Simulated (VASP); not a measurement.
# NaF (Villiaumite) (Fm-3m) in VASP: G0W0 quasiparticle levels with PBE

Aim: the G0W0 quasiparticle levels of NaF (Villiaumite) with PBE.

Everything below comes from runs of VASP 6.6.1. Logs are shortened: lines on timing, memory, paths and dates and some standing lists are left out, and cuts for length are marked.

## 1. The cell of the first run

Symmetry: Fm-3m, No. 225, cubic system. The conventional cell has a = 4.594 Å, b = 4.594 Å, c = 4.594 Å, α = 90.00°, β = 90.00°, γ = 90.00°. Na (site symmetry m-3m) has 6 F at 2.30 Å within 3.0 Å. Within 3.0 Å of F (site symmetry m-3m) lie 6 Na at 2.30 Å.

## 2. G0W0 quasiparticle levels, PBE

File POSCAR:

```
NaF
1.0
    0.0000000000      2.2972417931      2.2972417931
    2.2972417931      0.0000000000      2.2972417931
    2.2972417931      2.2972417931      0.0000000000
Na F
1 1
Direct
    0.0000000000      0.0000000000      0.0000000000
    0.5000000000      0.5000000000      0.5000000000
```

File INCAR.step1:

```
SYSTEM = NaF
PREC = Accurate
ENCUT = 500
EDIFF = 1E-8
ISMEAR = 0
SIGMA = 0.01
LREAL = .False.
LASPH = .True.
NELM = 60
ALGO = Normal
LWAVE = .True.
LCHARG = .False.
GGA = PE
```

File INCAR.step2:

```
SYSTEM = NaF
PREC = Accurate
ENCUT = 500
EDIFF = 1E-8
ISMEAR = 0
SIGMA = 0.01
LREAL = .False.
LASPH = .True.
NELM = 1
ALGO = Exact
LWAVE = .True.
LCHARG = .False.
GGA = PE
NBANDS = 175
LOPTICS = .True.
ISTART = 1
```

File INCAR.step3:

```
SYSTEM = NaF
PREC = Accurate
ENCUT = 500
EDIFF = 1E-8
ISMEAR = 0
SIGMA = 0.01
LREAL = .False.
LASPH = .True.
ALGO = EVGW0
LWAVE = .False.
LCHARG = .False.
GGA = PE
NELMGW = 1
NBANDS = 175
ENCUTGW = 200
NOMEGA = 48
PRECFOCK = Fast
ISTART = 1
NBANDSGW = 16
```

File KPOINTS:

```
Automatic mesh
0
Gamma
  6 6 6
  0 0 0
```

Potentials or basis: VASP PAW PBE potentials, release 64 (Na_sv_GW, F_GW).

The run is started by

```bash
$ cat potpaw_PBE.64/Na_sv_GW/POTCAR potpaw_PBE.64/F_GW/POTCAR > POTCAR
$ cp INCAR.step1 INCAR
$ mpirun -np 1 vasp_std > vasp.out
$ cp INCAR.step2 INCAR
$ mpirun -np 1 vasp_std > vasp.out
$ cp INCAR.step3 INCAR
$ mpirun -np 1 vasp_std > vasp.out
```

OUTCAR:

```text
SYSTEM = NaF
   PREC = Accurate
   ENCUT = 500
   EDIFF = 1E-8
   ISMEAR = 0
   LREAL = .False.
   LASPH = .True.
   GGA = PE
   NELMGW = 1
   ENCUTGW = 200
   PRECFOCK = Fast
   ISTART = 1

 ion  position               nearest neighbor table
   1  0.000  0.000  0.000-   2 2.30   2 2.30   2 2.30   2 2.30   2 2.30   2 2.30
   2  0.500  0.500  0.500-   1 2.30   1 2.30   1 2.30   1 2.30   1 2.30   1 2.30

  LATTYP: Found a face centered cubic cell.
 ALAT       =     4.5944835862

  Lattice vectors:

 A1 = (   0.0000000000,   2.2972417931,   2.2972417931)
 A2 = (   2.2972417931,   0.0000000000,   2.2972417931)
 A3 = (   2.2972417931,   2.2972417931,   0.0000000000)

Analysis of symmetry for initial positions (statically):
=====================================================================
 Subroutine PRICEL returns:
 Original cell was already a primitive cell.

 Routine SETGRP: Setting up the symmetry group for a
 face centered cubic supercell.

 Subroutine GETGRP returns: Found 48 space group operations
 (whereof 48 operations were pure point group operations)
 out of a pool of 48 trial point group operations.

The static configuration has the point symmetry O_h .

Analysis of symmetry for dynamics (positions and initial velocities):
=====================================================================
 Subroutine PRICEL returns:
 Original cell was already a primitive cell.

 Routine SETGRP: Setting up the symmetry group for a
 face centered cubic supercell.

 Subroutine GETGRP returns: Found 48 space group operations
 (whereof 48 operations were pure point group operations)
 out of a pool of 48 trial point group operations.

The dynamic configuration has the point symmetry O_h .

 Subroutine INISYM returns: Found 48 space group operations
 (whereof 48 operations are pure point group operations),
 and found     1 'primitive' translations

----------------------------------------------------------------------------------------

                                     Primitive cell

  volume of cell :      24.2466

  direct lattice vectors                    reciprocal lattice vectors
     0.000000000  2.297241793  2.297241793    -0.217652317  0.217652317  0.217652317
     2.297241793  0.000000000  2.297241793     0.217652317 -0.217652317  0.217652317
     2.297241793  2.297241793  0.000000000     0.217652317  0.217652317 -0.217652317

  length of vectors
     3.248790500  3.248790500  3.248790500     0.376984872  0.376984872  0.376984872

  position of ions in fractional coordinates (direct lattice)
     0.000000000  0.000000000  0.000000000
     0.500000000  0.500000000  0.500000000

  ion indices of the primitive-cell ions
   primitive index   ion index
                 1           1
                 2           2

----------------------------------------------------------------------------------------

 KPOINTS: Automatic mesh

Automatic generation of k-mesh.
 Grid dimensions read from file:
 generate k-points for:    6    6    6

 Generating k-lattice:

  Cartesian coordinates                     Fractional coordinates (reciprocal lattice)
    -0.036275386  0.036275386  0.036275386     0.166666667  0.000000000  0.000000000
     0.036275386 -0.036275386  0.036275386     0.000000000  0.166666667  0.000000000
     0.036275386  0.036275386 -0.036275386     0.000000000  0.000000000  0.166666667

  Length of vectors
     0.062830812  0.062830812  0.062830812

  Shift w.r.t. Gamma in fractional coordinates (k-lattice)
     0.000000000  0.000000000  0.000000000

 Subroutine IBZKPT returns following result:
 ===========================================

 Found     16 irreducible k-points:

 Following reciprocal coordinates:
            Coordinates               Weight
  0.000000  0.000000  0.000000      1.000000
  0.166667  0.000000  0.000000      8.000000
  0.333333  0.000000  0.000000      8.000000
  0.500000  0.000000  0.000000      4.000000
  0.166667  0.166667  0.000000      6.000000
  0.333333  0.166667  0.000000     24.000000
[... 8 lines left out ...]
 -0.333333  0.333333  0.166667     24.000000
 -0.333333  0.500000  0.166667     12.000000
   k-points           NKPTS =     16   k-points in BZ     NKDIM =    216   number of bands    NBANDS=    175
   number of dos      NEDOS =    301   number of ions     NIONS =      2
   total plane-waves  NPLWV =  13824
   dimension x,y,z NGX =    24 NGY =   24 NGZ =   24
   dimension x,y,z NGXF=    48 NGYF=   48 NGZF=   48
   ions per type =               1   1
   NGX,Y,Z   is equivalent  to a cutoff of  12.28, 12.28, 12.28 a.u.
   NGXF,Y,Z  is equivalent  to a cutoff of  24.56, 24.56, 24.56 a.u.
 SYSTEM =  NaF
   PREC   = accura    normal or accurate (medium, high low for compatibility)
   ISTART =      1    job   : 0-new  1-cont  2-samecut
   ICHARG =      0    charge: 1-file 2-atom 10-const
   ISPIN  =      1    spin polarized calculation?
   LNONCOLLINEAR =      F non collinear calculations
   LSORBIT =      F    spin-orbit coupling
   LASPH  =      T    aspherical Exc in radial PAW
   ENCUT  =  500.0 eV  36.75 Ry    6.06 a.u.   5.92  5.92  5.92*2*pi/ulx,y,z
   NELM   =     60;   NELMIN=  2; NELMDL=  0     # of ELM steps
   EDIFF  = 0.1E-07   stopping-criterion for ELM
   LREAL  =      F    real-space projection
   EDIFFG = 0.1E-06   stopping-criterion for IOM
   NSW    =      0    number of steps for IOM
   IBRION =     -1    ionic relax: 0-MD 1-quasi-New 2-CG
   NFREE  =      0    steps in history (QN), initial steepest desc. (CG)
   ISIF   =      0    stress and relaxation
   ISYM   =      3    0-nonsym 1-usesym 2-fastsym
   POTIM  = 0.5000    time-step for ionic-motion
   TEBEG  =    0.0;   TEEND  =   0.0 temperature during run
   PSTRESS=    0.0 pullay stress
   NELECT =      16.0000    total number of electrons
   NUPDOWN=      -1.0000    fix difference up-down
   EMIN   =  10.00;   EMAX   =-10.00  energy-range for DOS
   EFERMI =   0.00;   METHOD = LEGACY
   ISMEAR =     0;   SIGMA  =   0.01  broadening in eV -4-tet -1-fermi 0-gaus
   EFERMI_NEDOS =   21; number of points for ismear=-14 and -15
   IALGO  =     38    algorithm
   IMIX   =      4    mixing-type and parameters
     AMIX     =   0.40;   BMIX     =  1.00
     AMIX_MAG =   1.60;   BMIX_MAG =  1.00
  volume/ion in A,a.u.               =      12.12        81.81
  Fermi-wavevector in a.u.,A,eV,Ry     =   1.425273  2.693376 27.638925  2.031404
  Thomas-Fermi vector in A             =   2.545675
   LORBIT       =      0    0 simple, 1 ext, 2 COOP (PROOUT), +10 PAW based schemes
   GGA     = PE    functional components
   LHFCALC =     T    Hartree Fock is set to
   PRECFOCK=fast      Normal, Fast or Accurate (Low or Medium for compatibility)
   ENCUT4O =  -1.0   cutoff for four orbital integrals eV
   NKREDX  =     1    reduce k-point grid by
   NKREDY  =     1    reduce k-point grid by
   NKREDZ  =     1    reduce k-point grid by
   AEXX    =    1.0000 exact exchange contribution
   HFSCREEN=    0.0000 screening length (either q_TF or 0.3 A-1)
   HFSCREENC=   0.0000 screening length for correlation (either q_TF or 0.3 A-1)
   ENCUTFOCK=  -1.0 apply spherical cutoff to Coloumb kernel
   IVDW    =     0    specifies the selected vdW correction
   LEPSILON=     F    determine dielectric tensor
   LRPA    =     F    only Hartree local field effects (RPA)
   LRPAFORCE           =     F    calculate RPA forces
   ENCUTGW             = 200.0    cutoff for response function in eV
   ENCUTGWSOFT         = 160.0    soft cutoff for Coulomb kernel in GW response function in eV
   ENCUTLF             =  -1.0    cutoff for local field effects
   NELMGW              =     1    number of iterations in solving QP/BSE equation
   NELMHF              =     1    number of iterations in the inner HF iteration
   NKREDLFX            =     1    NKREDLFY  =   1   NKREDLFZ  =   1
 non-spin polarized calculation
 Gauss-broadening in eV      SIGMA  =   0.01
  energy-cutoff  :      500.00
  volume of cell :       24.25
 maximum number of plane-waves:       636
  NGX = 14; NGY = 14; NGZ = 14
   NGX = 11   NGY = 11   NGZ = 11
 maximum number of plane-waves:       169

 QP shifts <psi_nk| G(iteration)W_0 |psi_nk>: iteration 1
 for sc-GW calculations column KS-energies equals QP-energies in previous step
 and V_xc(KS)=  KS-energies - (<T + V_ion + V_H > + <T+V_H+V_ion>^1  + <V_x>^1)

 k-point   1 :       0.0000    0.0000    0.0000
  band No.  KS-energies  QP-energies   sigma(KS)   V_xc(KS)     V^pw_x(r,r')   Z            occupation Imag(sigma)

      1     -48.6920     -57.9955     -40.7763     -29.2468     -49.1133       0.8069       2.0000       0.4730
      2     -20.9056     -25.3371     -28.5173     -22.6983     -36.8146       0.7616       2.0000       1.1284
      3     -20.5764     -26.8774     -35.8425     -28.3998     -41.4656       0.8466       2.0000       0.1944
      4     -20.5764     -26.8774     -35.8425     -28.3998     -41.4656       0.8466       2.0000       0.1944
      5     -20.5764     -26.8774     -35.8425     -28.3998     -41.4656       0.8466       2.0000       0.1944
      6      -1.7073      -4.5156     -25.8831     -22.3726     -30.2116       0.8000       2.0000       0.2163
[... 8 lines left out ...]
     15      22.5717      24.5723      -6.3115      -8.5813      -2.8116       0.8814       0.0000      -0.2162
     16      25.6019      28.3026      -8.5285     -11.6278      -4.5859       0.8714       0.0000      -0.4281

 k-point   2 :       0.1667    0.0000    0.0000
  band No.  KS-energies  QP-energies   sigma(KS)   V_xc(KS)     V^pw_x(r,r')   Z            occupation Imag(sigma)

      1     -48.6883     -58.0053     -40.7837     -29.2538     -49.1210       0.8081       2.0000       0.4720
      2     -21.1748     -26.2382     -30.7749     -24.3415     -38.1221       0.7870       2.0000       0.8139
      3     -20.5798     -26.8748     -35.8344     -28.3930     -41.4564       0.8459       2.0000       0.1933
      4     -20.5798     -26.8748     -35.8344     -28.3930     -41.4564       0.8459       2.0000       0.1933
      5     -20.2726     -25.7995     -33.6223     -26.8038     -40.1932       0.8106       2.0000       0.5028
      6      -2.2037      -5.0877     -24.7401     -21.1188     -28.9067       0.7964       2.0000       0.2206
[... 8 lines left out ...]
     15      22.9291      24.5317      -5.8699      -7.6534      -2.2042       0.8986       0.0000      -0.5393
     16      26.1060      28.2867      -6.5559      -8.9884      -2.7850       0.8965       0.0000      -0.5046

 k-point   3 :       0.3333    0.0000    0.0000
  band No.  KS-energies  QP-energies   sigma(KS)   V_xc(KS)     V^pw_x(r,r')   Z            occupation Imag(sigma)

      1     -48.6809     -58.0293     -40.7984     -29.2678     -49.1363       0.8108       2.0000       0.4699
      2     -21.4375     -26.6863     -31.2682     -24.6406     -38.3370       0.7920       2.0000       0.7279
      3     -20.5861     -26.8818     -35.8198     -28.3796     -41.4399       0.8462       2.0000       0.1911
      4     -20.5861     -26.8818     -35.8198     -28.3796     -41.4399       0.8462       2.0000       0.1911
      5     -19.9408     -25.2301     -33.2067     -26.6040     -40.0502       0.8011       2.0000       0.5754
      6      -3.0037      -6.0576     -23.4636     -19.6364     -27.5259       0.7980       2.0000       0.2385
[... 234 lines left out ...]
      1     -48.6738     -58.0871     -40.8117     -29.2812     -49.1508       0.8164       2.0000       0.4686
      2     -21.2532     -26.5678     -31.6967     -25.0302     -38.6725       0.7972       2.0000       0.6825
      3     -20.6591     -26.9140     -35.6462     -28.2022     -41.2487       0.8403       2.0000       0.2010
      4     -20.6332     -26.8880     -35.6886     -28.2501     -41.3067       0.8409       2.0000       0.2000
      5     -20.0412     -25.2773     -32.9170     -26.3564     -39.8452       0.7981       2.0000       0.6049
      6      -2.8729      -5.9315     -23.9085     -20.0728     -28.0531       0.7974       2.0000       0.2376
[... 8 lines left out ...]
     15      26.6095      29.1628      -7.6265     -10.5097      -3.8252       0.8856       0.0000      -0.3928
     16      27.1877      29.8446      -8.0225     -11.0237      -4.1108       0.8853       0.0000      -0.4625

 k-point  16 :      -0.3333    0.5000    0.1667
  band No.  KS-energies  QP-energies   sigma(KS)   V_xc(KS)     V^pw_x(r,r')   Z            occupation Imag(sigma)

      1     -48.6727     -58.1095     -40.8132     -29.2832     -49.1527       0.8185       2.0000       0.4685
      2     -21.0510     -26.3284     -31.8143     -25.1925     -38.8336       0.7970       2.0000       0.6833
      3     -20.7059     -26.9583     -35.5342     -28.0857     -41.1250       0.8394       2.0000       0.2072
      4     -20.6581     -26.9172     -35.6529     -28.2069     -41.2564       0.8406       2.0000       0.2021
      5     -20.2026     -25.4703     -32.8598     -26.2618     -39.7623       0.7984       2.0000       0.6030
      6      -2.8192      -5.8793     -24.1000     -20.2633     -28.2740       0.7976       2.0000       0.2359
[... 8 lines left out ...]
     15      24.7494      26.6277      -6.1120      -8.2332      -2.4209       0.8855       0.0000      -0.4340
     16      27.0724      29.6639      -7.6921     -10.6230      -3.8687       0.8842       0.0000      -0.3731
```

It took 11 min on 1 thread of Intel Xeon 6975P-C, shared host; peak memory 0.71 GiB.

Results:

```yaml
Band_gap_on_the_k_mesh_mean-field_level: 6.47 eV, direct
Quasiparticle_gap: 10.79 eV
Least_direct_quasiparticle_gap: 10.79 eV
```

Caveat: bands, screening cutoff and mesh are small and nothing is extrapolated, so the quasiparticle values aren't converged.
